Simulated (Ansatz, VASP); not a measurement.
# One calculation of Rh, two programs

```
Rh
1.0
     0.00000    1.92702    1.92702
     1.92702    0.00000    1.92702
     1.92702    1.92702    0.00000
Rh
1
Direct
  0.00000 0.00000 0.00000
```

Alike in both runs: task single point; functional RPBE; k mesh 14 × 14 × 14; occupations fermi-dirac, width 0.05 eV; non-collinear spin, spin-orbit coupling.

```csv
,VASP,Ansatz
version,VASP 6.6.1,Ansatz 0.2.0
potentials or method,"VASP PAW PBE potentials, release 64 (Rh_pv), cutoff 520 eV","plane waves (420 eV) with PAW, fully relativistic with spin-orbit coupling"
valence electrons in the cell,15,17
```

```tsv
	VASP	Ansatz	Ansatz less VASP
net moment per atom (μB)	0.00	0.00	0.000
```

VASP's potentials were made for PBE, not for RPBE. With one functional, cell and mesh, what is left measures potentials, basis and numerics. VASP's potentials hold 15 valence electrons a cell and Ansatz's 17, so a difference there can come from the potentials and not from the codes. Ansatz's warnings: seeded moment not kept.
